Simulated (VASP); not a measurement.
# Ce in VASP: further runs, part 2 of 2

VASP 6.6.1. Earlier steps stand in the parts before.

## (3) Single point, RPBE, collinear spin, ferromagnetic start (24.54 Å³/atom)

INCAR reads:

```
SYSTEM = Ce
  PREC = Accurate
  ENCUT = 520
  EDIFF = 1E-6
  ISMEAR = -1
  SIGMA = 0.05
  LREAL = .False.
  LASPH = .True.
  NELM = 150
  ALGO = Normal
  ISIF = 2
  LWAVE = .False.
  LCHARG = .False.
  ISPIN = 2
  MAGMOM = 1
  LORBIT = 11
  LMAXMIX = 6
  GGA = RP
  NBANDS = 16
```

KPOINTS reads:

```
regular mesh
0
Gamma
  15 15 15
  0 0 0
```

POSCAR reads:

```
Ce
1.0
    0.0000000000      2.3065598426      2.3065598426
    2.3065598426      0.0000000000      2.3065598426
    2.3065598426      2.3065598426      0.0000000000
Ce
1
Direct
    0.0000000000      0.0000000000      0.0000000000
```

Potentials or basis: VASP PAW PBE potentials, release 64 (Ce).

Command:

```sh
$ cat potpaw_PBE.64/Ce/POTCAR > POTCAR
$ mpirun -np 1 vasp_std > vasp.out
```

OUTCAR:

```text
SYSTEM = Ce
   PREC = Accurate
   ENCUT = 520
   EDIFF = 1E-6
   ISMEAR = -1
   LREAL = .False.
   LASPH = .True.
   NELM = 150
   ISIF = 2
   ISPIN = 2
   LORBIT = 11
   GGA = RP

 ion  position               nearest neighbor table
   1  0.000  0.000  0.000-

  LATTYP: Found a face centered cubic cell.
 ALAT       =     4.6131196852

  Lattice vectors:

 A1 = (   0.0000000000,   2.3065598426,   2.3065598426)
 A2 = (   2.3065598426,   0.0000000000,   2.3065598426)
 A3 = (   2.3065598426,   2.3065598426,   0.0000000000)

Analysis of symmetry for initial positions (statically):
=====================================================================
 Subroutine PRICEL returns:
 Original cell was already a primitive cell.

 Routine SETGRP: Setting up the symmetry group for a
 face centered cubic supercell.

 Subroutine GETGRP returns: Found 48 space group operations
 (whereof 48 operations were pure point group operations)
 out of a pool of 48 trial point group operations.

The static configuration has the point symmetry O_h .

Analysis of symmetry for dynamics (positions and initial velocities):
=====================================================================
 Subroutine PRICEL returns:
 Original cell was already a primitive cell.

 Routine SETGRP: Setting up the symmetry group for a
 face centered cubic supercell.

 Subroutine GETGRP returns: Found 48 space group operations
 (whereof 48 operations were pure point group operations)
 out of a pool of 48 trial point group operations.

The dynamic configuration has the point symmetry O_h .

Analysis of structural, dynamic, and magnetic symmetry:
=====================================================================
 Subroutine PRICEL returns:
 Original cell was already a primitive cell.

 Routine SETGRP: Setting up the symmetry group for a
 face centered cubic supercell.

 Subroutine GETGRP returns: Found 48 space group operations
 (whereof 48 operations were pure point group operations)
 out of a pool of 48 trial point group operations.

The overall configuration has the point symmetry O_h .

 Subroutine INISYM returns: Found 48 space group operations
 (whereof 48 operations are pure point group operations),
 and found     1 'primitive' translations

----------------------------------------------------------------------------------------

                                     Primitive cell

  volume of cell :      24.5428

  direct lattice vectors                    reciprocal lattice vectors
     0.000000000  2.306559843  2.306559843    -0.216773045  0.216773045  0.216773045
     2.306559843  0.000000000  2.306559843     0.216773045 -0.216773045  0.216773045
     2.306559843  2.306559843  0.000000000     0.216773045  0.216773045 -0.216773045

  length of vectors
     3.261968212  3.261968212  3.261968212     0.375461927  0.375461927  0.375461927

  position of ions in fractional coordinates (direct lattice)
     0.000000000  0.000000000  0.000000000

  ion indices of the primitive-cell ions
   primitive index   ion index
                 1           1

----------------------------------------------------------------------------------------

[... 51 lines left out ...]
   k-points           NKPTS =    120   k-points in BZ     NKDIM =    120   number of bands    NBANDS=     16
   number of dos      NEDOS =    301   number of ions     NIONS =      1
   total plane-waves  NPLWV =  13824
   dimension x,y,z NGX =    24 NGY =   24 NGZ =   24
   dimension x,y,z NGXF=    48 NGYF=   48 NGZF=   48
   ions per type =               1
   NGX,Y,Z   is equivalent  to a cutoff of  12.23, 12.23, 12.23 a.u.
   NGXF,Y,Z  is equivalent  to a cutoff of  24.46, 24.46, 24.46 a.u.
 SYSTEM =  Ce
   PREC   = accura    normal or accurate (medium, high low for compatibility)
   ISTART =      0    job   : 0-new  1-cont  2-samecut
   ICHARG =      2    charge: 1-file 2-atom 10-const
   ISPIN  =      2    spin polarized calculation?
   LNONCOLLINEAR =      F non collinear calculations
   LSORBIT =      F    spin-orbit coupling
   LASPH  =      T    aspherical Exc in radial PAW
   ENCUT  =  520.0 eV  38.22 Ry    6.18 a.u.   6.07  6.07  6.07*2*pi/ulx,y,z
   NELM   =    150;   NELMIN=  2; NELMDL= -5     # of ELM steps
   EDIFF  = 0.1E-05   stopping-criterion for ELM
   LREAL  =      F    real-space projection
   EDIFFG = 0.1E-04   stopping-criterion for IOM
   NSW    =      0    number of steps for IOM
   IBRION =     -1    ionic relax: 0-MD 1-quasi-New 2-CG
   NFREE  =      0    steps in history (QN), initial steepest desc. (CG)
   ISIF   =      2    stress and relaxation
   ISYM   =      2    0-nonsym 1-usesym 2-fastsym
   POTIM  = 0.5000    time-step for ionic-motion
   TEBEG  =    0.0;   TEEND  =   0.0 temperature during run
   PSTRESS=    0.0 pullay stress
   NELECT =      12.0000    total number of electrons
   NUPDOWN=      -1.0000    fix difference up-down
   EMIN   =  10.00;   EMAX   =-10.00  energy-range for DOS
   EFERMI =   0.00;   METHOD = LEGACY
   ISMEAR =    -1;   SIGMA  =   0.05  broadening in eV -4-tet -1-fermi 0-gaus
   EFERMI_NEDOS =   21; number of points for ismear=-14 and -15
   IALGO  =     38    algorithm
   IMIX   =      4    mixing-type and parameters
     AMIX     =   0.40;   BMIX     =  1.00
     AMIX_MAG =   1.60;   BMIX_MAG =  1.00
  volume/ion in A,a.u.               =      24.54       165.62
  Fermi-wavevector in a.u.,A,eV,Ry     =   1.289715  2.437209 22.631463  1.663366
  Thomas-Fermi vector in A             =   2.421591
   LORBIT       =     11    0 simple, 1 ext, 2 COOP (PROOUT), +10 PAW based schemes
   GGA     = RP    functional components
   LHFCALC =     F    Hartree Fock is set to
   AEXX    =    0.0000 exact exchange contribution
   IVDW    =     0    specifies the selected vdW correction
   LEPSILON=     F    determine dielectric tensor
   LRPA    =     F    only Hartree local field effects (RPA)
 spin polarized calculation
  energy-cutoff  :      520.00
  volume of cell :       24.54
 maximum number of plane-waves:       680
   NGX = 13   NGY = 13   NGZ = 13

 number of electron      12.0000000 magnetization       0.0059447

 number of electron      12.0000000 magnetization      -0.0000772

 Free energy of the ion-electron system (eV)
  ---------------------------------------------------
  ext. energy  EPLUGINS =         0.00000000
  ---------------------------------------------------
  free energy    TOTEN  =        -5.43020098 eV

  energy without entropy =       -5.41415781  energy(sigma->0) =       -5.42217939

 E-fermi :  10.3908     XC(G=0): -11.6028

 val. band max:       10.3832025408   @ k =  -0.2667   0.2667   0.0000
 cond. band min:      10.4050202116   @ k =   0.3333   0.1333   0.0667
 fundamental gap:      0.0218176708
 Fermi energy:        10.3907541372

 spin component 1

 k-point     1 :       0.0000    0.0000    0.0000
  band No.  band energies     occupation
      1     -24.5009      1.00000
      2      -5.3150      1.00000
      3      -5.3150      1.00000
      4      -5.3150      1.00000
      5       7.7452      1.00000
      6      10.0798      0.99801
[... 435 lines left out ...]
      5       9.2361      1.00000
      6       9.5503      1.00000
[... 8 lines left out ...]
     15      13.6147      0.00000
     16      14.5173      0.00000

 [... further k-points ...]

 spin component 2

 k-point     1 :       0.0000    0.0000    0.0000
  band No.  band energies     occupation
      1     -24.5007      1.00000
      2      -5.3149      1.00000
      3      -5.3149      1.00000
      4      -5.3149      1.00000
      5       7.7451      1.00000
      6      10.0799      0.99801
[... 435 lines left out ...]
      5       9.2360      1.00000
      6       9.5503      1.00000
[... 8 lines left out ...]
     15      13.6147      0.00000
     16      14.5172      0.00000

 [... further k-points ...]
[... 5 lines left out ...]
  --------------------------------------------------------------------------------------
  -------------------------------------------------------------------------------------
  Total        0.8075746      0.8075746      0.8075746      0.0000000      0.0000000     -0.0000000
  in kB       52.7192331     52.7192331     52.7192331      0.0000000      0.0000000     -0.0000000
  external PRESSURE =      52.7192331 kB  Pullay stress =       0.0000000 kB

 VOLUME and BASIS-vectors are now :
 -----------------------------------------------------------------------------
  energy-cutoff  :      520.00
  volume of cell :       24.54
      direct lattice vectors                 reciprocal lattice vectors
     0.000000000  2.306559843  2.306559843    -0.216773045  0.216773045  0.216773045
     2.306559843  0.000000000  2.306559843     0.216773045 -0.216773045  0.216773045
     2.306559843  2.306559843  0.000000000     0.216773045  0.216773045 -0.216773045

 POSITION                                       TOTAL-FORCE (eV/Angst)
 -----------------------------------------------------------------------------------
      0.00000      0.00000      0.00000         0.000000      0.000000      0.000000
 -----------------------------------------------------------------------------------
    total drift:                               -0.000000     -0.000000     -0.000000

  FREE ENERGIE OF THE ION-ELECTRON SYSTEM (eV)
  ---------------------------------------------------
  free  energy   TOTEN  =        -5.4302009777 eV

  energy  without entropy=       -5.4141578051  energy(sigma->0) =       -5.42217939

 total charge

# of ion       s       p       d       f       tot
--------------------------------------------------
    1        2.090   5.560   1.344   1.056  10.051

 magnetization (x)

# of ion       s       p       d       f       tot
--------------------------------------------------
    1       -0.000   0.000  -0.000   0.000   0.000
```

OSZICAR:

```text
N       E                     dE             d eps       ncg     rms          rms(c)
DAV:   1     0.833593023456E+02    0.83359E+02   -0.48656E+03  8008   0.948E+02
DAV:   2    -0.213997876716E+00   -0.83573E+02   -0.69742E+02  9568   0.158E+02
DAV:   3    -0.579371001894E+01   -0.55797E+01   -0.54514E+01  8520   0.535E+01
DAV:   4    -0.597180896582E+01   -0.17810E+00   -0.17744E+00 13640   0.696E+00
DAV:   5    -0.597451281880E+01   -0.27039E-02   -0.27031E-02  9088   0.657E-01    0.123E+01
DAV:   6    -0.579656961241E+01    0.17794E+00   -0.40791E+00  8024   0.161E+01    0.507E+00
DAV:   7    -0.551245731667E+01    0.28411E+00   -0.14386E+00  7680   0.135E+01    0.485E+00
DAV:   8    -0.542525039895E+01    0.87207E-01   -0.21052E-01  9536   0.447E+00    0.911E-01
DAV:   9    -0.543118991291E+01   -0.59395E-02   -0.25743E-02 11376   0.693E-01    0.523E-01
DAV:  10    -0.543086815443E+01    0.32176E-03   -0.13664E-03 11352   0.286E-01    0.374E-01
DAV:  11    -0.543019879912E+01    0.66936E-03   -0.25077E-03  7760   0.531E-01    0.668E-02
DAV:  12    -0.543019933512E+01   -0.53600E-06   -0.17135E-04 10184   0.126E-01    0.281E-02
DAV:  13    -0.543020187538E+01   -0.25403E-05   -0.90453E-06 11424   0.175E-02    0.117E-02
DAV:  14    -0.543020097771E+01    0.89766E-06   -0.79720E-07  5776   0.573E-03
   1 F= -.54302010E+01 E0= -.54221794E+01  d E =-.160432E-01  mag=     0.0001
```

stdout:

```text
POSCAR found type information on POSCAR Ce
 POSCAR found :  1 types and       1 ions
 scaLAPACK will be used
 -----------------------------------------------------------------------------
|                                                                             |
|                                                                             |
|     You enforced a specific xc type in the INCAR file but a different       |
|     I HOPE YOU KNOW WHAT YOU ARE DOING!                                     |
|                                                                             |
 -----------------------------------------------------------------------------

 LDA part: xc-table for (Slater+PW92), standard interpolation
 POSCAR, INCAR and KPOINTS ok, starting setup
 FFT: planning ... GRIDC
 FFT: planning ... GRID_SOFT
 FFT: planning ... GRID
 WAVECAR not read
 entering main loop
```

It took 71 s on 1 thread of Oxide Virtual Turin-like, shared host; peak memory 0.18 GiB.

Results:

- Free energy: -5.4302 eV
- Pressure: 5.3 GPa
- Band gap on the k mesh: zero (filled and empty bands overlap)
- Net moment: 0.00 μB per cell
- Valence electrons inside the program's atomic spheres: Ce 10.05

Caveat: the magnetic or orbital state may not be the lowest; the cell stands under pressure; the moments typed at the start vanished in this run; the PAW data sets were made with another functional, which shifts forces and pressure a little; spin-orbit coupling is left out, which moves the levels of the heavy elements; semilocal functionals describe open f shells poorly, which spoils levels, moments and volumes. The state reached can hang on the start; a lower one may exist.

## (4) Single point, RPBE, collinear spin, ferromagnetic start (25.66 Å³/atom)

INCAR reads:

```
SYSTEM = Ce
PREC = Accurate
ENCUT = 520
EDIFF = 1E-7
ISMEAR = -1
SIGMA = 0.05
LREAL = .False.
LASPH = .True.
NELM = 150
ALGO = Normal
ISIF = 2
LWAVE = .False.
LCHARG = .False.
ISPIN = 2
MAGMOM = 1
LORBIT = 11
LMAXMIX = 6
GGA = RP
NBANDS = 16
```

KPOINTS is that of step 3.

POSCAR reads:

```
Ce
1.0
    0.0000000000      2.3409911851      2.3409911851
    2.3409911851      0.0000000000      2.3409911851
    2.3409911851      2.3409911851      0.0000000000
Ce
1
Direct
    0.0000000000      0.0000000000      0.0000000000
```

Command:

```sh
$ cat potpaw_PBE.64/Ce/POTCAR > POTCAR
$ mpirun -np 1 vasp_std > vasp.out
```

It took 3 min on 1 thread of Oxide Virtual Turin-like, shared host; peak memory 0.21 GiB.

It converged, with:

* Free energy: -5.4600 eV
* Pressure: 3.0 GPa
* Band gap on the k mesh: zero (filled and empty bands overlap)
* Net moment: 0.00 μB per cell
* Valence electrons inside the program's atomic spheres: Ce 9.98

Levels at points of the mesh, in eV from the Fermi level:
Spin up:
```csv
k point,band 2,band 3,band 4,band 5,band 6,band 7,band 8,band 9,band 10,band 11
"(0.00, 0.00, 0.00)",-15.85,-15.85,-15.85,-2.78,-0.25,0.39,0.39,0.39,1.20,1.20
```
Spin down:
```tsv
k point	band 4	band 5	band 6	band 7	band 8	band 9
(0.00, 0.00, 0.00)	-15.85	-2.78	-0.25	0.39	0.39	0.39
```

Caveat: the magnetic or orbital state may not be the lowest; the moments typed at the start vanished in this run; the PAW data sets were made with another functional, which shifts forces and pressure a little; spin-orbit coupling is left out, which moves the levels of the heavy elements; semilocal functionals describe open f shells poorly, which spoils levels, moments and volumes. The state reached can hang on the start; a lower one may exist.

## (5) Single point, RPBE, collinear spin, ferromagnetic start (26.77 Å³/atom)

INCAR reads:

```
SYSTEM = Ce
ALGO = Normal ; EDIFF = 1E-6
ENCUT = 520 ; GGA = RP
ISIF = 2 ; ISMEAR = -1
ISPIN = 2 ; LASPH = .TRUE.
LCHARG = .FALSE. ; LMAXMIX = 6
LORBIT = 11 ; LREAL = .FALSE.
LWAVE = .FALSE. ; MAGMOM = 1
NBANDS = 16 ; NELM = 150
PREC = Accurate ; SIGMA = 0.05
```

KPOINTS reads:

```
k-points
0
G
  15 15 15
  0 0 0
```

POSCAR reads:

```
Ce
1.0
    0.0000000000      2.3744384352      2.3744384352
    2.3744384352      0.0000000000      2.3744384352
    2.3744384352      2.3744384352      0.0000000000
Ce
1
Direct
    0.0000000000      0.0000000000      0.0000000000
```

Command:

```sh
$ cat potpaw_PBE.64/Ce/POTCAR > POTCAR
$ mpirun -np 1 vasp_std > vasp.out
```

It took 3.4 min on 1 thread of Oxide Virtual Turin-like, shared host; peak memory 0.21 GiB.

It converged, with:

| Item | Value |
| --- | --- |
| Free energy | -5.4763 eV |
| Pressure | 1.3 GPa |
| Band gap on the k mesh | zero (filled and empty bands overlap) |
| Net moment | 0.00 μB per cell |
| Valence electrons inside the program's atomic spheres | Ce 9.93 |

Levels at points of the mesh, in eV from the Fermi level:
Spin up:
```tsv
k point	band 4	band 5	band 6	band 7	band 8	band 9
(0.00, 0.00, 0.00)	-15.99	-2.89	-0.20	0.38	0.38	0.38
```
Spin down:
```csv
k point,band 3,band 4,band 5,band 6,band 7,band 8,band 9,band 10
"(0.00, 0.00, 0.00)",-15.99,-15.99,-2.89,-0.20,0.38,0.38,0.38,1.13
```

Caveat: the magnetic or orbital state may not be the lowest; the moments typed at the start vanished in this run; the PAW data sets were made with another functional, which shifts forces and pressure a little; spin-orbit coupling is left out, which moves the levels of the heavy elements; semilocal functionals describe open f shells poorly, which spoils levels, moments and volumes. The state reached can hang on the start; a lower one may exist.

## (6) Single point, RPBE, collinear spin, ferromagnetic start (27.89 Å³/atom)

INCAR reads:

```
ALGO = Normal
EDIFF = 1E-6
ENCUT = 520
GGA = RP
ISIF = 2
ISMEAR = -1
ISPIN = 2
LASPH = T
LCHARG = T
LELF = T
LMAXMIX = 6
LORBIT = 11
LREAL = F
LVHAR = T
LWAVE = F
MAGMOM = 1
NBANDS = 16
NELM = 150
PREC = Accurate
SIGMA = 0.05
```

KPOINTS reads:

```
k-points
0
Gamma
  15 15 15
```

POSCAR reads:

```
Ce
1.0
    0.0000000000      2.4069690315      2.4069690315
    2.4069690315      0.0000000000      2.4069690315
    2.4069690315      2.4069690315      0.0000000000
Ce
1
Direct
    0.0000000000      0.0000000000      0.0000000000
```

Potentials or basis: VASP PAW PBE potentials, release 64 (Ce).

Command:

```sh
$ cat potpaw_PBE.64/Ce/POTCAR > POTCAR
$ mpirun -np 1 vasp_std > vasp.out
```

Run time: 2.6 min. Hardware: 1 thread of Oxide Virtual Turin-like, shared host; peak memory 0.21 GiB.

It converged, with:

```yaml
Free_energy: -5.4815 eV
Pressure: -0.1 GPa
Band_gap_on_the_k_mesh: zero (filled and empty bands overlap)
Net_moment: 0.00 μB per cell
Valence_electrons_inside_the_program's_atomic_spheres: Ce 9.88
```

Levels at points of the mesh, in eV from the Fermi level:
Spin up:
```tsv
k point	band 4	band 5	band 6	band 7	band 8	band 9
(0.00, 0.00, 0.00)	-16.11	-2.98	-0.17	0.37	0.37	0.37
```
Spin down:
```csv
k point,band 3,band 4,band 5,band 6,band 7,band 8,band 9,band 10
"(0.00, 0.00, 0.00)",-16.11,-16.11,-2.98,-0.17,0.37,0.37,0.37,1.07
```

Caveat: the magnetic or orbital state may not be the lowest; the moments typed at the start vanished in this run; the PAW data sets were made with another functional, which shifts forces and pressure a little; spin-orbit coupling is left out, which moves the levels of the heavy elements; semilocal functionals describe open f shells poorly, which spoils levels, moments and volumes. The state reached can hang on the start; a lower one may exist.

## (7) Summary

```csv
spin,cell,k mesh,gap on the mesh (eV),pressure (GPa),moment (μB)
"collinear, antiferromagnetic start","a = 3.411, b = 3.411, c = 4.796 Å, 2 atoms, atomic positions A",12 × 12 × 9,none,-0.2,0.00
"collinear, ferromagnetic start","a = 3.262 Å, angles 60.0°, 1 atom, atomic positions B",15 × 15 × 15,none,5.3,0.00
"collinear, ferromagnetic start","a = 3.311 Å, angles 60.0°, 1 atom, atomic positions B",15 × 15 × 15,none,3.0,0.00
"collinear, ferromagnetic start","a = 3.358 Å, angles 60.0°, 1 atom, atomic positions B",15 × 15 × 15,none,1.3,0.00
"collinear, ferromagnetic start","a = 3.404 Å, angles 60.0°, 1 atom, atomic positions B",15 × 15 × 15,none,-0.1,0.00
```

Alike in all rows: task single point; level RPBE; potentials or basis VASP PAW PBE potentials, release 64 (Ce); cutoff (eV) 520; smearing fermi-dirac 0.05 eV.

Caveats: the magnetic or orbital state may not be the lowest; the moments typed at the start vanished in this run; the PAW data sets were made with another functional, which shifts forces and pressure a little; spin-orbit coupling is left out, which moves the levels of the heavy elements; semilocal functionals describe open f shells poorly, which spoils levels, moments and volumes; the cell stands under pressure (at least some runs).

Absolute energies hang on the potentials; compare differences alone.

The gap in the log of VASP goes by the Fermi energy; the results here count the filled bands.